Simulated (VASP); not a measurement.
# Sr (Fm-3m) in VASP: notebook

Runs on Sr. Level: RPBE. Tasks: single point.

All numbers are computed with VASP 6.6.1; they aren't measurements. Logs are shortened: lines on timing, memory, paths and dates and some standing lists are left out, and cuts for length are marked.

**1. The cell of the first run**

Symmetry: Fm-3m, No. 225, cubic system. The conventional cell has a = 6.077 Å, b = 6.077 Å, c = 6.077 Å, α = 90.00°, β = 90.00°, γ = 90.00°. Sr (site symmetry m-3m) has 12 Sr at 4.30 Å within 5.6 Å.

**2. Single point, RPBE (56.09 Å³/atom)**

Input file INCAR:

```
ALGO     = Normal         # electronic algorithm
EDIFF    = 1E-6           # SCF threshold, eV
ENCUT    = 520            # plane-wave cutoff, eV
GGA      = RP             # functional
ISIF     = 2              # what is computed and relaxed
ISMEAR   = -1             # smearing method
LASPH    = T              # aspherical terms in the spheres
LCHARG   = F              # write CHGCAR
LREAL    = F              # projectors in reciprocal space
LWAVE    = F              # write WAVECAR
NBANDS   = 11             # bands
NELM     = 80             # most SCF steps
PREC     = Accurate       # precision mode
SIGMA    = 0.1            # smearing width, eV
```

Input file KPOINTS:

```
k-points
0
Gamma
  15 15 15
```

Input file POSCAR:

```
Sr
1.0
    0.0000000000      3.0382730070      3.0382730070
    3.0382730070      0.0000000000      3.0382730070
    3.0382730070      3.0382730070      0.0000000000
Sr
1
Direct
    0.0000000000      0.0000000000      0.0000000000
```

Potentials or basis: VASP PAW PBE potentials, release 64 (Sr_sv).

Command:

```
$ cat potpaw_PBE.64/Sr_sv/POTCAR > POTCAR
$ mpirun -np 1 vasp_std > vasp.out
```

OUTCAR:

```text
EDIFF = 1E-6
   ENCUT = 520
   GGA = RP
   ISIF = 2
   ISMEAR = -1
   LASPH = T
   LREAL = F
   NELM = 80
   PREC = Accurate

 ion  position               nearest neighbor table
   1  0.000  0.000  0.000-

  LATTYP: Found a face centered cubic cell.
 ALAT       =     6.0765460140

  Lattice vectors:

 A1 = (   0.0000000000,   3.0382730070,   3.0382730070)
 A2 = (   3.0382730070,   0.0000000000,   3.0382730070)
 A3 = (   3.0382730070,   3.0382730070,   0.0000000000)

Analysis of symmetry for initial positions (statically):
=====================================================================
 Subroutine PRICEL returns:
 Original cell was already a primitive cell.

 Routine SETGRP: Setting up the symmetry group for a
 face centered cubic supercell.

 Subroutine GETGRP returns: Found 48 space group operations
 (whereof 48 operations were pure point group operations)
 out of a pool of 48 trial point group operations.

The static configuration has the point symmetry O_h .

Analysis of symmetry for dynamics (positions and initial velocities):
=====================================================================
 Subroutine PRICEL returns:
 Original cell was already a primitive cell.

 Routine SETGRP: Setting up the symmetry group for a
 face centered cubic supercell.

 Subroutine GETGRP returns: Found 48 space group operations
 (whereof 48 operations were pure point group operations)
 out of a pool of 48 trial point group operations.

The dynamic configuration has the point symmetry O_h .

 Subroutine INISYM returns: Found 48 space group operations
 (whereof 48 operations are pure point group operations),
 and found     1 'primitive' translations

----------------------------------------------------------------------------------------

                                     Primitive cell

  volume of cell :      56.0932

  direct lattice vectors                    reciprocal lattice vectors
     0.000000000  3.038273007  3.038273007    -0.164567173  0.164567173  0.164567173
     3.038273007  0.000000000  3.038273007     0.164567173 -0.164567173  0.164567173
     3.038273007  3.038273007  0.000000000     0.164567173  0.164567173 -0.164567173

  length of vectors
     4.296766893  4.296766893  4.296766893     0.285038705  0.285038705  0.285038705

  position of ions in fractional coordinates (direct lattice)
     0.000000000  0.000000000  0.000000000

  ion indices of the primitive-cell ions
   primitive index   ion index
                 1           1

----------------------------------------------------------------------------------------

 KPOINTS: k-points

Automatic generation of k-mesh.
 Grid dimensions read from file:
 generate k-points for:   15   15   15

 Generating k-lattice:

  Cartesian coordinates                     Fractional coordinates (reciprocal lattice)
    -0.010971145  0.010971145  0.010971145     0.066666667  0.000000000  0.000000000
     0.010971145 -0.010971145  0.010971145     0.000000000  0.066666667  0.000000000
     0.010971145  0.010971145 -0.010971145     0.000000000  0.000000000  0.066666667

  Length of vectors
     0.019002580  0.019002580  0.019002580

  Shift w.r.t. Gamma in fractional coordinates (k-lattice)
     0.000000000  0.000000000  0.000000000

 Subroutine IBZKPT returns following result:
 ===========================================

 Found    120 irreducible k-points:

 Following reciprocal coordinates:
            Coordinates               Weight
  0.000000  0.000000  0.000000      1.000000
  0.066667  0.000000  0.000000      8.000000
  0.133333  0.000000  0.000000      8.000000
  0.200000  0.000000  0.000000      8.000000
  0.266667  0.000000  0.000000      8.000000
  0.333333  0.000000  0.000000      8.000000
[... 16 lines left out ...]
  0.133333  0.133333  0.000000      6.000000
  0.200000  0.133333  0.000000     24.000000
 [... further k-points ...]
   k-points           NKPTS =    120   k-points in BZ     NKDIM =    120   number of bands    NBANDS=     11
   number of dos      NEDOS =    301   number of ions     NIONS =      1
   total plane-waves  NPLWV =  32768
   dimension x,y,z NGX =    32 NGY =   32 NGZ =   32
   dimension x,y,z NGXF=    64 NGYF=   64 NGZF=   64
   ions per type =               1
   NGX,Y,Z   is equivalent  to a cutoff of  12.38, 12.38, 12.38 a.u.
   NGXF,Y,Z  is equivalent  to a cutoff of  24.76, 24.76, 24.76 a.u.
 SYSTEM =  unknown system
   PREC   = accura    normal or accurate (medium, high low for compatibility)
   ISTART =      0    job   : 0-new  1-cont  2-samecut
   ICHARG =      2    charge: 1-file 2-atom 10-const
   ISPIN  =      1    spin polarized calculation?
   LNONCOLLINEAR =      F non collinear calculations
   LSORBIT =      F    spin-orbit coupling
   LASPH  =      T    aspherical Exc in radial PAW
   ENCUT  =  520.0 eV  38.22 Ry    6.18 a.u.   7.99  7.99  7.99*2*pi/ulx,y,z
   NELM   =     80;   NELMIN=  2; NELMDL= -5     # of ELM steps
   EDIFF  = 0.1E-05   stopping-criterion for ELM
   LREAL  =      F    real-space projection
   EDIFFG = 0.1E-04   stopping-criterion for IOM
   NSW    =      0    number of steps for IOM
   IBRION =     -1    ionic relax: 0-MD 1-quasi-New 2-CG
   NFREE  =      0    steps in history (QN), initial steepest desc. (CG)
   ISIF   =      2    stress and relaxation
   ISYM   =      2    0-nonsym 1-usesym 2-fastsym
   POTIM  = 0.5000    time-step for ionic-motion
   TEBEG  =    0.0;   TEEND  =   0.0 temperature during run
   PSTRESS=    0.0 pullay stress
   NELECT =      10.0000    total number of electrons
   NUPDOWN=      -1.0000    fix difference up-down
   EMIN   =  10.00;   EMAX   =-10.00  energy-range for DOS
   EFERMI =   0.00;   METHOD = LEGACY
   ISMEAR =    -1;   SIGMA  =   0.10  broadening in eV -4-tet -1-fermi 0-gaus
   EFERMI_NEDOS =   21; number of points for ismear=-14 and -15
   IALGO  =     38    algorithm
   IMIX   =      4    mixing-type and parameters
     AMIX     =   0.40;   BMIX     =  1.00
     AMIX_MAG =   1.60;   BMIX_MAG =  1.00
  volume/ion in A,a.u.               =      56.09       378.54
  Fermi-wavevector in a.u.,A,eV,Ry     =   0.921378  1.741153 11.550505  0.848938
  Thomas-Fermi vector in A             =   2.046788
   LORBIT       =      0    0 simple, 1 ext, 2 COOP (PROOUT), +10 PAW based schemes
   GGA     = RP    functional components
   LHFCALC =     F    Hartree Fock is set to
   AEXX    =    0.0000 exact exchange contribution
   IVDW    =     0    specifies the selected vdW correction
   LEPSILON=     F    determine dielectric tensor
   LRPA    =     F    only Hartree local field effects (RPA)
 non-spin polarized calculation
  energy-cutoff  :      520.00
  volume of cell :       56.09
 maximum number of plane-waves:      1534
   NGX = 15   NGY = 15   NGZ = 15

 number of electron      10.0000000 magnetization

 Free energy of the ion-electron system (eV)
  ---------------------------------------------------
  ext. energy  EPLUGINS =         0.00000000
  ---------------------------------------------------
  free energy    TOTEN  =        -1.48212522 eV

  energy without entropy =       -1.43881604  energy(sigma->0) =       -1.46047063

 E-fermi :   1.5956     XC(G=0):  -7.1791

 val. band max:        1.5738759996   @ k =  -0.3333   0.4000   0.2000
 cond. band min:       1.6033512843   @ k =  -0.3333   0.4000   0.0667
 fundamental gap:      0.0294752847
 Fermi energy:         1.5955896847

 k-point     1 :       0.0000    0.0000    0.0000
  band No.  band energies     occupation
      1     -35.0849      2.00000
      2     -16.9807      2.00000
      3     -16.9807      2.00000
      4     -16.9807      2.00000
      5      -1.9734      2.00000
      6       3.9883      0.00000
      7       3.9883      0.00000
      8       3.9883      0.00000
      9       5.4248      0.00000
     10       5.4248      0.00000
     11       8.6254      0.00000

 k-point     2 :       0.0667    0.0000    0.0000
  band No.  band energies     occupation
      1     -35.0844      2.00000
      2     -16.9886      2.00000
      3     -16.9818      2.00000
      4     -16.9818      2.00000
      5      -1.9034      2.00000
      6       3.8731      0.00000
      7       4.0223      0.00000
      8       4.0223      0.00000
      9       5.3777      0.00000
     10       5.3777      0.00000
     11       8.8130      0.00000

 k-point     3 :       0.1333    0.0000    0.0000
  band No.  band energies     occupation
      1     -35.0829      2.00000
      2     -17.0109      2.00000
      3     -16.9848      2.00000
      4     -16.9848      2.00000
      5      -1.6973      2.00000
      6       3.5789      0.00000
      7       4.1028      0.00000
      8       4.1028      0.00000
      9       5.2830      0.00000
     10       5.2830      0.00000
     11       9.2068      0.00000

 k-point     4 :       0.2000    0.0000    0.0000
  band No.  band energies     occupation
      1     -35.0806      2.00000
      2     -17.0434      2.00000
      3     -16.9892      2.00000
      4     -16.9892      2.00000
      5      -1.3675      2.00000
      6       3.1986      0.00000
      7       4.1578      0.00000
      8       4.1578      0.00000
      9       5.2635      0.00000
     10       5.2635      0.00000
     11       8.7472      0.00000

 k-point     5 :       0.2667    0.0000    0.0000
  band No.  band energies     occupation
      1     -35.0780      2.00000
      2     -17.0804      2.00000
      3     -16.9943      2.00000
      4     -16.9943      2.00000
      5      -0.9357      2.00000
      6       2.7948      0.00001
      7       4.1127      0.00000
      8       4.1127      0.00000
      9       5.4321      0.00000
     10       5.4321      0.00000
     11       8.1807      0.00000
[... 211 lines left out ...]
 k-point    21 :      -0.1333    0.0667    0.0000
  band No.  band energies     occupation
      1     -35.0818      2.00000
      2     -17.0239      2.00000
      3     -16.9923      2.00000
      4     -16.9848      2.00000
      5      -1.5405      2.00000
      6       3.4090      0.00000
      7       4.0838      0.00000
      8       4.1968      0.00000
      9       5.0418      0.00000
     10       5.4260      0.00000
     11       9.2633      0.00000

 k-point    22 :      -0.0667    0.0667    0.0000
  band No.  band energies     occupation
      1     -35.0835      2.00000
      2     -16.9997      2.00000
      3     -16.9865      2.00000
      4     -16.9822      2.00000
      5      -1.7880      2.00000
      6       3.7097      0.00000
      7       4.0535      0.00000
      8       4.0858      0.00000
      9       5.2125      0.00000
     10       5.4104      0.00000
     11       9.0994      0.00000

 k-point    23 :       0.1333    0.1333    0.0000
  band No.  band energies     occupation
      1     -35.0822      2.00000
      2     -17.0101      2.00000
      3     -16.9916      2.00000
      4     -16.9916      2.00000
      5      -1.6060      2.00000
      6       3.4910      0.00000
      7       4.1676      0.00000
      8       4.1676      0.00000
      9       4.8030      0.00000
     10       5.5674      0.00000
     11       9.5424      0.00000

 k-point    24 :       0.2000    0.1333    0.0000
  band No.  band energies     occupation
      1     -35.0805      2.00000
      2     -17.0312      2.00000
      3     -16.9971      2.00000
      4     -16.9956      2.00000
      5      -1.3634      2.00000
      6       3.2422      0.00000
      7       4.1967      0.00000
      8       4.2604      0.00000
      9       4.6257      0.00000
     10       5.6299      0.00000
     11       9.6413      0.00000

 [... further k-points ...]

------------------------ aborting loop because EDIFF is reached ----------------------------------------

  FORCE on cell =-STRESS in cart. coord.  units (eV):
  Direction    XX          YY          ZZ          XY          YZ          ZX
  --------------------------------------------------------------------------------------
  -------------------------------------------------------------------------------------
  Total        0.1735166      0.1735166      0.1735166      0.0000000      0.0000000     -0.0000000
  in kB        4.9561147      4.9561147      4.9561147      0.0000000      0.0000000     -0.0000000
  external PRESSURE =       4.9561147 kB  Pullay stress =       0.0000000 kB

 VOLUME and BASIS-vectors are now :
 -----------------------------------------------------------------------------
  energy-cutoff  :      520.00
  volume of cell :       56.09
      direct lattice vectors                 reciprocal lattice vectors
     0.000000000  3.038273007  3.038273007    -0.164567173  0.164567173  0.164567173
     3.038273007  0.000000000  3.038273007     0.164567173 -0.164567173  0.164567173
     3.038273007  3.038273007  0.000000000     0.164567173  0.164567173 -0.164567173

 POSITION                                       TOTAL-FORCE (eV/Angst)
 -----------------------------------------------------------------------------------
      0.00000      0.00000      0.00000         0.000000      0.000000     -0.000000
 -----------------------------------------------------------------------------------
    total drift:                                0.000000      0.000000     -0.000000

  FREE ENERGIE OF THE ION-ELECTRON SYSTEM (eV)
  ---------------------------------------------------
  free  energy   TOTEN  =        -1.4821252178 eV

  energy  without entropy=       -1.4388160363  energy(sigma->0) =       -1.46047063
```

Run time: 56 s. Hardware: 1 thread of AMD EPYC 7R43 (Zen 3), shared host; peak memory 0.18 GiB.

What came out:

```
Free energy            : -1.4821 eV
Pressure               : 0.5 GPa
Band gap on the k mesh : zero (bands 5 and 6 overlap by 0.06 eV)
```

Levels at points of the mesh, in eV from the Fermi level:
| k point | band 2 | band 3 | band 4 | band 5 | band 6 | band 7 | band 8 | band 9 |
| --- | --- | --- | --- | --- | --- | --- | --- | --- |
| (0.00, 0.00, 0.00) | -18.58 | -18.58 | -18.58 | -3.57 | 2.39 | 2.39 | 2.39 | 3.83 |

Caveat: the PAW data sets were made with another functional, which shifts forces and pressure a little.

(Part 1 of 3 ends here.)

The gap in the log of VASP goes by the Fermi energy; the results here count the filled bands.